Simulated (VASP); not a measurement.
# Y2Ga (Pn-3m) in VASP: a series of runs, part 2 of 2

VASP 6.6.1.

### 4 Relaxation of cell and atoms, PBE

This run uses another cell than the first one, of 38.44 Å³/atom.

File INCAR:

```
SYSTEM = Y2Ga
ALGO = Normal
EDIFF = 1E-7
EDIFFG = -0.01
ENCUT = 500
GGA = PE
GGA_COMPAT = .FALSE.
IBRION = 2
ISIF = 3
ISMEAR = 0
LASPH = .TRUE.
LCHARG = .FALSE.
LREAL = .FALSE.
LWAVE = .FALSE.
NELM = 120
NELMIN = 4
NSW = 100
PREC = Accurate
SIGMA = 0.1
```

File KPOINTS:

```
k-points
0
G
  6 6 6
  0 0 0
```

File POSCAR:

```
Y2Ga
1.0
    6.1324880567      0.0000000000      0.0000000000
    0.0000000000      6.1324880567      0.0000000000
    0.0000000000      0.0000000000      6.1324880567
Y Ga
4 2
Direct
    0.2500000000      0.2500000000      0.2500000000
    0.2500000000      0.7500000000      0.7500000000
    0.7500000000      0.7500000000      0.2500000000
    0.7500000000      0.2500000000      0.7500000000
    0.0000000000      0.0000000000      0.0000000000
    0.5000000000      0.5000000000      0.5000000000
```

Potentials or basis: VASP PAW PBE potentials, release 64 (Y_sv, Ga_d).

Command:

```bash
$ cat potpaw_PBE.64/Y_sv/POTCAR potpaw_PBE.64/Ga_d/POTCAR > POTCAR
$ mpirun -np 1 vasp_std > vasp.out
```

OUTCAR:

```text
SYSTEM = Y2Ga
   EDIFF = 1E-7
   EDIFFG = -0.01
   ENCUT = 500
   GGA = PE
   IBRION = 2
   ISIF = 3
   ISMEAR = 0
   LASPH = .TRUE.
   LREAL = .FALSE.
   NELM = 120
   NELMIN = 4
   NSW = 100
   PREC = Accurate

 ion  position               nearest neighbor table
   1  0.250  0.250  0.250-   5 2.66   6 2.66   4 4.34   2 4.34   3 4.34   2 4.34   4 4.34   2 4.34
                             3 4.34   2 4.34   3 4.34   4 4.34   4 4.34   3 4.34
   2  0.250  0.750  0.750-   5 2.66   6 2.66   4 4.34   1 4.34   3 4.34   1 4.34   3 4.34   1 4.34
                             4 4.34   1 4.34   3 4.34   4 4.34   3 4.34   4 4.34
   3  0.750  0.750  0.250-   5 2.66   6 2.66   4 4.34   1 4.34   2 4.34   2 4.34   4 4.34   1 4.34
                             4 4.34   4 4.34   1 4.34   2 4.34   2 4.34   1 4.34
   4  0.750  0.250  0.750-   5 2.66   6 2.66   3 4.34   1 4.34   2 4.34   1 4.34   3 4.34   2 4.34
                             3 4.34   3 4.34   1 4.34   2 4.34   1 4.34   2 4.34
   5  0.000  0.000  0.000-   1 2.66   2 2.66   3 2.66   4 2.66
   6  0.500  0.500  0.500-   1 2.66   2 2.66   3 2.66   4 2.66

  LATTYP: Found a simple cubic cell.
 ALAT       =     6.1324880567

  Lattice vectors:

 A1 = (   6.1324880567,   0.0000000000,   0.0000000000)
 A2 = (   0.0000000000,   6.1324880567,   0.0000000000)
 A3 = (   0.0000000000,   0.0000000000,   6.1324880567)

Analysis of symmetry for initial positions (statically):
=====================================================================
 Subroutine PRICEL returns:
 Original cell was already a primitive cell.

 Routine SETGRP: Setting up the symmetry group for a
 simple cubic supercell.

 Subroutine GETGRP returns: Found 48 space group operations
 (whereof 24 operations were pure point group operations)
 out of a pool of 48 trial point group operations.

The static configuration has the point symmetry T_d .
 The point group associated with its full space group is O_h .

Analysis of symmetry for dynamics (positions and initial velocities):
=====================================================================
 Subroutine PRICEL returns:
 Original cell was already a primitive cell.

 Routine SETGRP: Setting up the symmetry group for a
 simple cubic supercell.

 Subroutine GETGRP returns: Found 48 space group operations
 (whereof 24 operations were pure point group operations)
 out of a pool of 48 trial point group operations.

The dynamic configuration has the point symmetry T_d .
 The point group associated with its full space group is O_h .

 Subroutine INISYM returns: Found 48 space group operations
 (whereof 24 operations are pure point group operations),
 and found     1 'primitive' translations

----------------------------------------------------------------------------------------

                                     Primitive cell

  volume of cell :     230.6270

  direct lattice vectors                    reciprocal lattice vectors
     6.132488057  0.000000000  0.000000000     0.163065951  0.000000000  0.000000000
     0.000000000  6.132488057  0.000000000     0.000000000  0.163065951  0.000000000
     0.000000000  0.000000000  6.132488057     0.000000000  0.000000000  0.163065951

  length of vectors
     6.132488057  6.132488057  6.132488057     0.163065951  0.163065951  0.163065951

  position of ions in fractional coordinates (direct lattice)
     0.250000000  0.250000000  0.250000000
     0.250000000  0.750000000  0.750000000
     0.750000000  0.750000000  0.250000000
[... 27 lines left out ...]

  Length of vectors
     0.027177659  0.027177659  0.027177659

  Shift w.r.t. Gamma in fractional coordinates (k-lattice)
     0.000000000  0.000000000  0.000000000

 Subroutine IBZKPT returns following result:
 ===========================================

 Found     20 irreducible k-points:

 Following reciprocal coordinates:
            Coordinates               Weight
  0.000000  0.000000  0.000000      1.000000
  0.166667  0.000000  0.000000      6.000000
  0.333333  0.000000  0.000000      6.000000
  0.500000  0.000000  0.000000      3.000000
  0.166667  0.166667  0.000000     12.000000
  0.333333  0.166667  0.000000     24.000000
[... 12 lines left out ...]
  0.500000  0.500000  0.333333      6.000000
  0.500000  0.500000  0.500000      1.000000
   k-points           NKPTS =     20   k-points in BZ     NKDIM =     20   number of bands    NBANDS=     42
   number of dos      NEDOS =    301   number of ions     NIONS =      6
   total plane-waves  NPLWV = 110592
   dimension x,y,z NGX =    48 NGY =   48 NGZ =   48
   dimension x,y,z NGXF=    96 NGYF=   96 NGZF=   96
   ions per type =               4   2
   NGX,Y,Z   is equivalent  to a cutoff of  13.01, 13.01, 13.01 a.u.
   NGXF,Y,Z  is equivalent  to a cutoff of  26.02, 26.02, 26.02 a.u.
 SYSTEM =  Y2Ga
   PREC   = accura    normal or accurate (medium, high low for compatibility)
   ISTART =      0    job   : 0-new  1-cont  2-samecut
   ICHARG =      2    charge: 1-file 2-atom 10-const
   ISPIN  =      1    spin polarized calculation?
   LNONCOLLINEAR =      F non collinear calculations
   LSORBIT =      F    spin-orbit coupling
   LASPH  =      T    aspherical Exc in radial PAW
   ENCUT  =  500.0 eV  36.75 Ry    6.06 a.u.  11.18 11.18 11.18*2*pi/ulx,y,z
   NELM   =    120;   NELMIN=  4; NELMDL= -5     # of ELM steps
   EDIFF  = 0.1E-06   stopping-criterion for ELM
   LREAL  =      F    real-space projection
   EDIFFG = -.1E-01   stopping-criterion for IOM
   NSW    =    100    number of steps for IOM
   IBRION =      2    ionic relax: 0-MD 1-quasi-New 2-CG
   NFREE  =      1    steps in history (QN), initial steepest desc. (CG)
   ISIF   =      3    stress and relaxation
   ISYM   =      2    0-nonsym 1-usesym 2-fastsym
   POTIM  = 0.5000    time-step for ionic-motion
   TEBEG  =    0.0;   TEEND  =   0.0 temperature during run
   PSTRESS=    0.0 pullay stress
   NELECT =      70.0000    total number of electrons
   NUPDOWN=      -1.0000    fix difference up-down
   EMIN   =  10.00;   EMAX   =-10.00  energy-range for DOS
   EFERMI =   0.00;   METHOD = LEGACY
   ISMEAR =     0;   SIGMA  =   0.10  broadening in eV -4-tet -1-fermi 0-gaus
   EFERMI_NEDOS =   21; number of points for ismear=-14 and -15
   IALGO  =     38    algorithm
   IMIX   =      4    mixing-type and parameters
     AMIX     =   0.40;   BMIX     =  1.00
     AMIX_MAG =   1.60;   BMIX_MAG =  1.00
  volume/ion in A,a.u.               =      38.44       259.39
  Fermi-wavevector in a.u.,A,eV,Ry     =   1.100198  2.079073 16.468973  1.210435
  Thomas-Fermi vector in A             =   2.236605
   LORBIT       =      0    0 simple, 1 ext, 2 COOP (PROOUT), +10 PAW based schemes
   GGA     = PE    functional components
   LHFCALC =     F    Hartree Fock is set to
   AEXX    =    0.0000 exact exchange contribution
   IVDW    =     0    specifies the selected vdW correction
   LEPSILON=     F    determine dielectric tensor
   LRPA    =     F    only Hartree local field effects (RPA)
 conjugate gradient relaxation of ions
 non-spin polarized calculation
 Gauss-broadening in eV      SIGMA  =   0.10
  energy-cutoff  :      500.00
  volume of cell :      230.63
 maximum number of plane-waves:      5904
 NGX is ok and might be reduce to    48
   NGX = 23   NGY = 23   NGZ = 23

--------------------------------------- Ionic step        1  -------------------------------------------

 number of electron      70.0000022 magnetization

 Free energy of the ion-electron system (eV)
  ---------------------------------------------------
  ext. energy  EPLUGINS =         0.00000000
  ---------------------------------------------------
  free energy    TOTEN  =       -28.01243028 eV

  energy without entropy =      -27.99128104  energy(sigma->0) =      -28.00185566

------------------------ aborting loop because EDIFF is reached ----------------------------------------

  FORCE on cell =-STRESS in cart. coord.  units (eV):
  Direction    XX          YY          ZZ          XY          YZ          ZX
  --------------------------------------------------------------------------------------
  -------------------------------------------------------------------------------------
  Total        0.5313290      0.5313290      0.5313290      0.0000000      0.0000000      0.0000000
  in kB        3.6911690      3.6911690      3.6911690      0.0000000      0.0000000      0.0000000
  external PRESSURE =       3.6911690 kB  Pullay stress =       0.0000000 kB
[... 67 lines left out ...]
--------------------------------------- Ionic step        3  -------------------------------------------

 number of electron      70.0000007 magnetization

 Free energy of the ion-electron system (eV)
  ---------------------------------------------------
  ext. energy  EPLUGINS =         0.00000000
  ---------------------------------------------------
  free energy    TOTEN  =       -28.01530842 eV

  energy without entropy =      -27.99361242  energy(sigma->0) =      -28.00446042

 E-fermi :   1.6962     XC(G=0):  -8.3121

 val. band max:        1.6689245536   @ k =   0.0000   0.0000   0.0000
 cond. band min:       1.7036436297   @ k =   0.1667   0.0000   0.0000
 fundamental gap:      0.0347190761
 Fermi energy:         1.6962394405

 k-point     1 :       0.0000    0.0000    0.0000
  band No.  band energies     occupation
      1     -41.7417      2.00000
      2     -41.7355      2.00000
      3     -41.7355      2.00000
      4     -41.7355      2.00000
      5     -21.7713      2.00000
      6     -21.7713      2.00000
[... 922 lines left out ...]
  FREE ENERGIE OF THE ION-ELECTRON SYSTEM (eV)
  ---------------------------------------------------
  free  energy   TOTEN  =       -28.0153084191 eV

  energy  without entropy=      -27.9936124239  energy(sigma->0) =      -28.00446042

 reached required accuracy - stopping structural energy minimisation
```

It took 4.5 min on 1 thread of Intel Xeon 6975P-C (Granite Rapids), shared host; peak memory 0.44 GiB.

What came out:

```yaml
Free_energy: -28.0153 eV
Relaxed_volume: 38.86 Å³/atom
Relaxed_cell: a = 6.155 Å, b = 6.155 Å, c = 6.155 Å, α = 90.00°, β = 90.00°, γ = 90.00°
Space_group_after_relaxing_to_0.1_Å: Pn-3m (No. 224)
Energy_gained_by_relaxing: 0.5 meV/atom
Ionic_steps: 3
Pressure_after_relaxing: 0.0 GPa
Band_gap_on_the_k_mesh: zero (bands 35 and 36 overlap by 0.86 eV)
```

Step by step:
```tsv
step	energy change (eV)	largest force (eV/Å)	pressure (GPa)	volume (Å³)
1	0.0000	0.0000	0.37	230.63
2	-0.0028	0.0000	-0.06	233.60
3	-0.0029	0.0000	0.00	233.16
```

Final structure:
```xyz
6
Lattice="6.1549 0.0000 0.0000 0.0000 6.1549 0.0000 0.0000 0.0000 6.1549" Properties=species:S:1:pos:R:3 pbc="T T T"
Y     1.5387    1.5387    1.5387
Y     1.5387    4.6161    4.6161
Y     4.6161    4.6161    1.5387
Y     4.6161    1.5387    4.6161
Ga    0.0000    0.0000    0.0000
Ga    3.0774    3.0774    3.0774
```

### 5 Summary

| task | cell | k mesh | gap on the mesh (eV) | pressure (GPa) | relaxed volume (Å³/atom) |
| --- | --- | --- | --- | --- | --- |
| single point | a = 6.154 Å, 6 atoms | 6 × 6 × 6 | none | 0.0 | - |
| relaxation of cell and atoms | relaxed from a = 5.434 Å, 6 atoms | 4 × 4 × 4 | none | -0.1 | 38.85 |
| relaxation of cell and atoms | relaxed from a = 6.132 Å, 6 atoms | 6 × 6 × 6 | none | 0.0 | 38.86 |

Alike in all rows: level PBE; potentials or basis VASP PAW PBE potentials, release 64 (Y_sv, Ga_d); no spin polarisation; cutoff (eV) 500; smearing gaussian 0.1 eV.

Caveats: the volume moved by over 15 % at a fixed basis, so the end points are rough (at least some runs).

Total energies depend on the potentials used, so only differences within one code and one set of settings carry meaning.
